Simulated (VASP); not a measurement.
# MnO2 (P-3m1) in VASP: a series of runs

The runs below take MnO2 through single point, with PBEsol.

Everything below comes from runs of VASP 6.6.1. Logs are shortened: lines on timing, memory, paths and dates and some standing lists are left out, and cuts for length are marked.

**1. The cell of the first run**

It takes space group P-3m1 (No. 164, trigonal). Conventional cell: a = 2.857 Å, b = 2.857 Å, c = 4.601 Å, α = 90.00°, β = 90.00°, γ = 120.00°. Mn (site symmetry -3m) has 6 O at 1.90 Å within 2.5 Å. Within 2.6 Å of O (site symmetry 3m) lie 3 Mn at 1.90 Å and 3 O at 2.51 Å.

**2. Single point, PBEsol, collinear spin, ferromagnetic start**

INCAR

```
ALGO = Normal
EDIFF = 1E-6
ENCUT = 600
GGA = PS
GGA_COMPAT = F
ISIF = 2
ISMEAR = 0
ISPIN = 2
LASPH = T
LCHARG = F
LMAXMIX = 4
LORBIT = 11
LREAL = F
LWAVE = F
MAGMOM = 4 0 0
NBANDS = 24
NELM = 200
PREC = Accurate
SIGMA = 0.1
```

KPOINTS

```
k-points
0
Gamma
  11 11 6
```

POSCAR

```
MnO2
1.0
    2.8565781804      0.0000000000      0.0000000000
   -1.4282890902      2.4738692722      0.0000000000
    0.0000000000      0.0000000000      4.6013740589
Mn O
1 2
Direct
    0.0000000000      0.0000000000      0.5000000000
    0.3333333333      0.6666666667      0.7062925700
    0.6666666667      0.3333333333      0.2937074300
```

Potentials or basis: VASP PAW PBE potentials, release 64 (Mn_sv, O).

Run with:

```sh
> cat potpaw_PBE.64/Mn_sv/POTCAR potpaw_PBE.64/O/POTCAR > POTCAR
> mpirun -np 1 vasp_std > vasp.out
```

OUTCAR:

```text
EDIFF = 1E-6
   ENCUT = 600
   GGA = PS
   ISIF = 2
   ISMEAR = 0
   ISPIN = 2
   LASPH = T
   LORBIT = 11
   LREAL = F
   NELM = 200
   PREC = Accurate

 ion  position               nearest neighbor table
   1  0.000  0.000  0.500-   2 1.90   3 1.90   3 1.90   2 1.90   3 1.90   2 1.90
   2  0.333  0.667  0.706-   1 1.90   1 1.90   1 1.90
   3  0.667  0.333  0.294-   1 1.90   1 1.90   1 1.90

  LATTYP: Found a hexagonal cell.
 ALAT       =     2.8565781804
 C/A-ratio  =     1.6107992739

  Lattice vectors:

 A1 = (   2.8565781804,   0.0000000000,   0.0000000000)
 A2 = (  -1.4282890902,   2.4738692722,   0.0000000000)
 A3 = (   0.0000000000,   0.0000000000,   4.6013740589)

Analysis of symmetry for initial positions (statically):
=====================================================================
 Subroutine PRICEL returns:
 Original cell was already a primitive cell.

 Routine SETGRP: Setting up the symmetry group for a
 hexagonal supercell.

 Subroutine GETGRP returns: Found 12 space group operations
 (whereof 12 operations were pure point group operations)
 out of a pool of 24 trial point group operations.

The static configuration has the point symmetry D_3d.

Analysis of symmetry for dynamics (positions and initial velocities):
=====================================================================
 Subroutine PRICEL returns:
 Original cell was already a primitive cell.

 Routine SETGRP: Setting up the symmetry group for a
 hexagonal supercell.

 Subroutine GETGRP returns: Found 12 space group operations
 (whereof 12 operations were pure point group operations)
 out of a pool of 24 trial point group operations.

The dynamic configuration has the point symmetry D_3d.

Analysis of structural, dynamic, and magnetic symmetry:
=====================================================================
 Subroutine PRICEL returns:
 Original cell was already a primitive cell.

 Routine SETGRP: Setting up the symmetry group for a
 hexagonal supercell.

 Subroutine GETGRP returns: Found 12 space group operations
 (whereof 12 operations were pure point group operations)
 out of a pool of 24 trial point group operations.

The overall configuration has the point symmetry D_3d.

 Subroutine INISYM returns: Found 12 space group operations
 (whereof 12 operations are pure point group operations),
 and found     1 'primitive' translations

----------------------------------------------------------------------------------------

                                     Primitive cell

  volume of cell :      32.5170

  direct lattice vectors                    reciprocal lattice vectors
     2.856578180  0.000000000  0.000000000     0.350069187  0.202112539  0.000000000
    -1.428289090  2.473869272  0.000000000     0.000000000  0.404225078  0.000000000
     0.000000000  0.000000000  4.601374059     0.000000000  0.000000000  0.217326387

  length of vectors
     2.856578180  2.856578180  4.601374059     0.404225078  0.404225078  0.217326387

  position of ions in fractional coordinates (direct lattice)
     0.000000000  0.000000000  0.500000000
     0.333333333  0.666666667  0.706292570
     0.666666667  0.333333333  0.293707430

  ion indices of the primitive-cell ions
   primitive index   ion index
                 1           1
                 2           2
                 3           3

----------------------------------------------------------------------------------------

 KPOINTS: k-points

Automatic generation of k-mesh.
 Grid dimensions read from file:
 generate k-points for:   11   11    6

 Generating k-lattice:

  Cartesian coordinates                     Fractional coordinates (reciprocal lattice)
     0.031824472  0.018373867  0.000000000     0.090909091  0.000000000  0.000000000
     0.000000000  0.036747734  0.000000000     0.000000000  0.090909091  0.000000000
     0.000000000  0.000000000  0.036221065     0.000000000  0.000000000  0.166666667

  Length of vectors
     0.036747734  0.036747734  0.036221065

  Shift w.r.t. Gamma in fractional coordinates (k-lattice)
     0.000000000  0.000000000  0.000000000

 Subroutine IBZKPT returns following result:
 ===========================================

 Found     84 irreducible k-points:

 Following reciprocal coordinates:
            Coordinates               Weight
  0.000000  0.000000  0.000000      1.000000
  0.090909  0.000000  0.000000      6.000000
  0.181818  0.000000  0.000000      6.000000
  0.272727  0.000000  0.000000      6.000000
  0.363636  0.000000  0.000000      6.000000
  0.454545  0.000000  0.000000      6.000000
[... 16 lines left out ...]
  0.000000  0.272727  0.166667      6.000000
  0.363636  0.000000  0.166667      6.000000
 [... further k-points ...]
   k-points           NKPTS =     84   k-points in BZ     NKDIM =     84   number of bands    NBANDS=     24
   number of dos      NEDOS =    301   number of ions     NIONS =      3
   total plane-waves  NPLWV =  23040
   dimension x,y,z NGX =    24 NGY =   24 NGZ =   40
   dimension x,y,z NGXF=    48 NGYF=   48 NGZF=   80
   ions per type =               1   2
   NGX,Y,Z   is equivalent  to a cutoff of  13.97, 13.97, 14.45 a.u.
   NGXF,Y,Z  is equivalent  to a cutoff of  27.93, 27.93, 28.90 a.u.
 SYSTEM =  unknown system
   PREC   = accura    normal or accurate (medium, high low for compatibility)
   ISTART =      0    job   : 0-new  1-cont  2-samecut
   ICHARG =      2    charge: 1-file 2-atom 10-const
   ISPIN  =      2    spin polarized calculation?
   LNONCOLLINEAR =      F non collinear calculations
   LSORBIT =      F    spin-orbit coupling
   LASPH  =      T    aspherical Exc in radial PAW
   ENCUT  =  600.0 eV  44.10 Ry    6.64 a.u.   5.71  5.71  9.19*2*pi/ulx,y,z
   NELM   =    200;   NELMIN=  2; NELMDL= -5     # of ELM steps
   EDIFF  = 0.1E-05   stopping-criterion for ELM
   LREAL  =      F    real-space projection
   EDIFFG = 0.1E-04   stopping-criterion for IOM
   NSW    =      0    number of steps for IOM
   IBRION =     -1    ionic relax: 0-MD 1-quasi-New 2-CG
   NFREE  =      0    steps in history (QN), initial steepest desc. (CG)
   ISIF   =      2    stress and relaxation
   ISYM   =      2    0-nonsym 1-usesym 2-fastsym
   POTIM  = 0.5000    time-step for ionic-motion
   TEBEG  =    0.0;   TEEND  =   0.0 temperature during run
   PSTRESS=    0.0 pullay stress
   NELECT =      27.0000    total number of electrons
   NUPDOWN=      -1.0000    fix difference up-down
   EMIN   =  10.00;   EMAX   =-10.00  energy-range for DOS
   EFERMI =   0.00;   METHOD = LEGACY
   ISMEAR =     0;   SIGMA  =   0.10  broadening in eV -4-tet -1-fermi 0-gaus
   EFERMI_NEDOS =   21; number of points for ismear=-14 and -15
   IALGO  =     38    algorithm
   IMIX   =      4    mixing-type and parameters
     AMIX     =   0.40;   BMIX     =  1.00
     AMIX_MAG =   1.60;   BMIX_MAG =  1.00
  volume/ion in A,a.u.               =      10.84        73.15
  Fermi-wavevector in a.u.,A,eV,Ry     =   1.538719  2.907757 32.213913  2.367656
  Thomas-Fermi vector in A             =   2.645048
   LORBIT       =     11    0 simple, 1 ext, 2 COOP (PROOUT), +10 PAW based schemes
   GGA     = PS    functional components
   LHFCALC =     F    Hartree Fock is set to
   AEXX    =    0.0000 exact exchange contribution
   IVDW    =     0    specifies the selected vdW correction
   LEPSILON=     F    determine dielectric tensor
   LRPA    =     F    only Hartree local field effects (RPA)
 spin polarized calculation
 Gauss-broadening in eV      SIGMA  =   0.10
  energy-cutoff  :      600.00
  volume of cell :       32.52
 maximum number of plane-waves:      1098
 NGX is ok and might be reduce to    24
   NGX = 11   NGY = 11   NGZ = 19

 number of electron      27.0000004 magnetization       3.0001574

 Free energy of the ion-electron system (eV)
  ---------------------------------------------------
  ext. energy  EPLUGINS =         0.00000000
  ---------------------------------------------------
  free energy    TOTEN  =       -25.25159954 eV

  energy without entropy =      -25.25159954  energy(sigma->0) =      -25.25159954

 E-fermi :   4.7426     XC(G=0): -11.0984

 val. band max:        4.3841888887   @ k =   0.0909   0.0000   0.5000
 cond. band min:       5.1025643853   @ k =   0.0000   0.0000   0.5000
 fundamental gap:      0.7183754966
 Fermi energy:         4.7426187916

 spin component 1

 k-point     1 :       0.0000    0.0000    0.0000
  band No.  band energies     occupation
      1     -76.9928      1.00000
      2     -45.7599      1.00000
      3     -45.7599      1.00000
      4     -45.7577      1.00000
      5     -15.3028      1.00000
      6     -12.9309      1.00000
[... 16 lines left out ...]
     23      26.2817      0.00000
     24      27.7373      0.00000

 k-point     2 :       0.0909    0.0000    0.0000
  band No.  band energies     occupation
      1     -76.9913      1.00000
      2     -45.7732      1.00000
      3     -45.7629      1.00000
      4     -45.7557      1.00000
      5     -15.1940      1.00000
      6     -12.9642      1.00000
[... 16 lines left out ...]
     23      25.0264      0.00000
     24      27.9073      0.00000

 k-point     3 :       0.1818    0.0000    0.0000
  band No.  band energies     occupation
      1     -76.9872      1.00000
      2     -45.8087      1.00000
      3     -45.7708      1.00000
      4     -45.7496      1.00000
      5     -14.8906      1.00000
      6     -13.0549      1.00000
[... 16 lines left out ...]
     23      24.6240      0.00000
     24      26.3141      0.00000
[... 514 lines left out ...]
 k-point    23 :       0.0000    0.2727    0.1667
  band No.  band energies     occupation
      1     -76.9820      1.00000
      2     -45.8551      1.00000
      3     -45.7814      1.00000
      4     -45.7419      1.00000
      5     -14.4470      1.00000
      6     -13.1959      1.00000
[... 16 lines left out ...]
     23      23.4713      0.00000
     24      25.2445      0.00000

 k-point    24 :       0.3636    0.0000    0.1667
  band No.  band energies     occupation
      1     -76.9771      1.00000
      2     -45.8976      1.00000
      3     -45.7910      1.00000
      4     -45.7347      1.00000
      5     -13.9906      1.00000
      6     -13.3420      1.00000
[... 16 lines left out ...]
     23      23.2447      0.00000
     24      25.0116      0.00000

 [... further k-points ...]

 spin component 2

 k-point     1 :       0.0000    0.0000    0.0000
  band No.  band energies     occupation
      1     -73.8292      1.00000
      2     -42.7192      1.00000
      3     -42.7192      1.00000
      4     -42.5562      1.00000
      5     -15.1255      1.00000
      6     -12.8062      1.00000
[... 16 lines left out ...]
     23      26.7436      0.00000
     24      28.6688      0.00000

 k-point     2 :       0.0909    0.0000    0.0000
  band No.  band energies     occupation
      1     -73.8275      1.00000
      2     -42.7349      1.00000
      3     -42.7226      1.00000
      4     -42.5536      1.00000
      5     -15.0178      1.00000
      6     -12.8368      1.00000
[... 16 lines left out ...]
     23      25.7253      0.00000
     24      28.7894      0.00000

 k-point     3 :       0.1818    0.0000    0.0000
  band No.  band energies     occupation
      1     -73.8229      1.00000
      2     -42.7771      1.00000
      3     -42.7318      1.00000
      4     -42.5459      1.00000
      5     -14.7181      1.00000
      6     -12.9207      1.00000
[... 16 lines left out ...]
     23      25.4059      0.00000
     24      26.6808      0.00000
[... 514 lines left out ...]
 k-point    23 :       0.0000    0.2727    0.1667
  band No.  band energies     occupation
      1     -73.8169      1.00000
      2     -42.8322      1.00000
      3     -42.7439      1.00000
      4     -42.5361      1.00000
      5     -14.2805      1.00000
      6     -13.0541      1.00000
[... 16 lines left out ...]
     23      24.0704      0.00000
     24      26.1303      0.00000

 k-point    24 :       0.3636    0.0000    0.1667
  band No.  band energies     occupation
      1     -73.8113      1.00000
      2     -42.8824      1.00000
      3     -42.7551      1.00000
      4     -42.5270      1.00000
      5     -13.8310      1.00000
      6     -13.1945      1.00000
[... 16 lines left out ...]
     23      23.7789      0.00000
     24      25.7569      0.00000

 [... further k-points ...]
[... 5 lines left out ...]
  --------------------------------------------------------------------------------------
  -------------------------------------------------------------------------------------
  Total       -0.7939873     -0.7939873     -0.3651789      0.0000000     -0.0000000      0.0000000
  in kB      -39.1213396    -39.1213396    -17.9930948      0.0000000     -0.0000000      0.0000000
  external PRESSURE =     -32.0785914 kB  Pullay stress =       0.0000000 kB

 VOLUME and BASIS-vectors are now :
 -----------------------------------------------------------------------------
  energy-cutoff  :      600.00
  volume of cell :       32.52
      direct lattice vectors                 reciprocal lattice vectors
     2.856578180  0.000000000  0.000000000     0.350069187  0.202112539  0.000000000
    -1.428289090  2.473869272  0.000000000     0.000000000  0.404225078  0.000000000
     0.000000000  0.000000000  4.601374059     0.000000000  0.000000000  0.217326387

 POSITION                                       TOTAL-FORCE (eV/Angst)
 -----------------------------------------------------------------------------------
      0.00000      0.00000      2.30069         0.000000      0.000000      0.000000
     -0.00000      1.64925      3.24992        -0.000000     -0.000000     -0.170956
      1.42829      0.82462      1.35146        -0.000000      0.000000      0.170956
 -----------------------------------------------------------------------------------
    total drift:                               -0.000000      0.000000      0.000000

  FREE ENERGIE OF THE ION-ELECTRON SYSTEM (eV)
  ---------------------------------------------------
  free  energy   TOTEN  =       -25.2515995431 eV

  energy  without entropy=      -25.2515995413  energy(sigma->0) =      -25.25159954

 total charge

# of ion       s       p       d       tot
------------------------------------------
    1        2.206   6.112   4.460  12.777
    2        1.573   3.403   0.000   4.977
    3        1.573   3.403   0.000   4.977
--------------------------------------------------
tot          5.352  12.918   4.460  22.730

 magnetization (x)

# of ion       s       p       d       tot
------------------------------------------
    1        0.024   0.018   2.680   2.721
    2        0.004   0.037   0.000   0.041
    3        0.004   0.037   0.000   0.041
--------------------------------------------------
tot          0.031   0.092   2.680   2.804
```

Wall time 1.7 min (1 thread of AMD EPYC 9R45 (Zen 5), shared host); peak memory 0.23 GiB.

What came out:

| Item | Value |
| --- | --- |
| Free energy | -25.2516 eV |
| Pressure | -3.2 GPa |
| Largest force | 0.171 eV/Å |
| Band gap on the k mesh | 0.72 eV (least direct gap 0.77 eV) |
| Net moment | 3.00 μB per cell |
| Site moments | Mn +2.72; O +0.04 μB |
| Valence electrons inside the program's atomic spheres | Mn 12.78; O 4.98 |

Forces in eV/Å, atoms in the order of the input:
```
Mn   0.000  0.000  0.000
O    0.000  0.000 -0.171
O    0.000  0.000  0.171
```

Caveat: the cell stands under tension; the PAW data sets were made with another functional, which shifts forces and pressure a little; an odd mesh through Γ misses points on the zone boundary, where band edges can lie; a cell with one magnetic atom can't hold antiferromagnetic order, which such compounds often take.

**3. Single point, PBEsol, collinear spin, ferromagnetic start**

This run uses another cell than the first one, of 10.19 Å³/atom.

INCAR

```
SYSTEM = MnO2
ALGO = Normal
EDIFF = 1E-7
ENCUT = 520
GGA = PS
ISIF = 2
ISMEAR = -1
ISPIN = 2
LASPH = .True.
LCHARG = .False.
LMAXMIX = 4
LORBIT = 11
LREAL = .False.
LWAVE = .False.
MAGMOM = 4 0 0
NBANDS = 24
NELM = 150
PREC = Accurate
SIGMA = 0.05
```

KPOINTS

```
k-points
0
Gamma
  11 11 6
  0 0 0
```

POSCAR

```
MnO2
1.0
    2.7982643040      0.0000000000      0.0000000000
   -1.3991321520      2.4233679738      0.0000000000
    0.0000000000      0.0000000000      4.5074421091
Mn O
1 2
Direct
    0.0000000000      0.0000000000      0.5000000000
    0.3333333333      0.6666666667      0.7062925700
    0.6666666667      0.3333333333      0.2937074300
```

Potentials or basis: VASP PAW PBE potentials, release 64 (Mn_pv, O).

Run with:

```sh
> cat potpaw_PBE.64/Mn_pv/POTCAR potpaw_PBE.64/O/POTCAR > POTCAR
> mpirun -np 1 vasp_std > vasp.out
```

Wall time 3 min (1 thread of Intel Xeon 8259CL, shared host); peak memory 0.23 GiB.

Results (log left out):

| Quantity | Value |
| --- | --- |
| Free energy | -24.9825 eV |
| Pressure | 12.9 GPa |
| Largest force | 0.898 eV/Å |
| Band gap on the k mesh | 0.46 eV (least direct gap 0.50 eV) |
| Net moment | 3.00 μB per cell |
| Site moments | Mn +2.78; O +0.07 μB |
| Valence electrons inside the program's atomic spheres | Mn 11.94; O 5.01 |

Forces in eV/Å, atoms in the order of the input:
```
Mn   0.000  0.000  0.000
O    0.000  0.000  0.898
O    0.000  0.000 -0.898
```

Stress tensor (GPa, compression positive):
```
14.39  0.00  0.00
 0.00 14.39  0.00
 0.00  0.00 10.06
```

Levels at points of the mesh, in eV from the valence-band top:
Spin up:
```tsv
k point	band 12	band 13	band 14	band 15	band 16	band 17
(0.00, 0.00, 0.00)	-1.74	-1.54	-0.41	2.96	2.96	7.24
(0.00, 0.00, 0.50)	-1.79	-1.79	-0.04	3.02	3.02	9.25
```
Spin down:
| k point | band 7 | band 8 | band 9 | band 10 | band 11 | band 12 | band 13 | band 14 | band 15 | band 16 |
| --- | --- | --- | --- | --- | --- | --- | --- | --- | --- | --- |
| (0.00, 0.00, 0.00) | -5.67 | -5.67 | -1.61 | -1.61 | -1.30 | 0.46 | 0.46 | 2.28 | 4.32 | 4.32 |
| (0.00, 0.00, 0.50) | -5.66 | -5.13 | -2.80 | -1.66 | -1.66 | 0.46 | 0.46 | 2.46 | 4.37 | 4.37 |

Caveat: the cell stands under pressure; the PAW data sets were made with another functional, which shifts forces and pressure a little; an odd mesh through Γ misses points on the zone boundary, where band edges can lie; a cell with one magnetic atom can't hold antiferromagnetic order, which such compounds often take.

(Continued in part 2 of 2.)
